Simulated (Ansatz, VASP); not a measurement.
## SiO2 in VASP and in Ansatz

INCAR

```
SYSTEM = SiO2
PREC = Accurate
ENCUT = 520
EDIFF = 1E-6
ISMEAR = 0
SIGMA = 0.05
LREAL = .False.
LASPH = .True.
NELM = 100
ALGO = Normal
ISIF = 2
LWAVE = .False.
LCHARG = .False.
GGA = PE
NBANDS = 25
```

KPOINTS

```
Automatic mesh
0
Gamma
  6 6 10
  0 0 0
```

File POSCAR:

```
SiO2
1.0
    4.4063472183      0.0000000000      0.0000000000
    0.0000000000      4.4063472183      0.0000000000
    0.0000000000      0.0000000000      2.8835136196
Si O
2 4
Direct
    0.5000000000      0.5000000000      0.5000000000
    0.0000000000      0.0000000000      0.0000000000
    0.6930127928      0.6930127928      0.0000000000
    0.1930127928      0.8069872072      0.5000000000
    0.3069872072      0.3069872072      0.0000000000
    0.8069872072      0.1930127928      0.5000000000
```

Input for Ansatz:

```yaml
crystal:
  lattice:
    - [4.4063472183, 0.0, 0.0]
    - [0.0, 4.4063472183, 0.0]
    - [0.0, 0.0, 2.8835136196]
  atoms:
    - { symbol: Si, position: [0.5, 0.5, 0.5] }
    - { symbol: Si, position: [0.0, 0.0, 0.0] }
    - { symbol: O, position: [0.6930127928, 0.6930127928, 0.0] }
    - { symbol: O, position: [0.1930127928, 0.8069872072, 0.5] }
    - { symbol: O, position: [0.3069872072, 0.3069872072, 0.0] }
    - { symbol: O, position: [0.8069872072, 0.1930127928, 0.5] }
basis:
  ecutwfc: 520.0
kpoints:
  mp_grid: { grid: [6, 6, 10] }
hamiltonian:
  xc: pbe
  pseudopotentials: { kind: paw, azcp: { folder: soft_1 } }
scf:
  occupations: { method: gaussian, width: 0.05 }
output:
  forces: true
  stress: true
  eigenvalues: true
```

Alike in both runs: task single point; functional PBE; k mesh 6 × 6 × 10; occupations gaussian, width 0.05 eV; no spin polarisation.

|  | VASP | Ansatz |
| --- | --- | --- |
| version | VASP 6.6.1 | Ansatz 0.2.0 |
| potentials or method | VASP PAW PBE potentials, release 64 (Si, O), cutoff 520 eV | scalar-relativistic, plane waves, PAW |
| valence electrons in the cell | 32 | 32 |

VASP gave:

```
gap on the k mesh at the Fermi level (eV) : 2.55
least direct gap on the mesh (eV)         : 2.55
rms of the force components (eV/Å)        : 0.238
```

Problem. Which values does Ansatz return?

Solution. gap on the k mesh at the Fermi level (eV): 2.57; least direct gap on the mesh (eV): 2.57; rms of the force components (eV/Å): 0.244.

Atom by atom the forces differ by 0.006 eV/Å (rms over components). With one functional, cell and mesh, what is left measures potentials, basis and numerics.
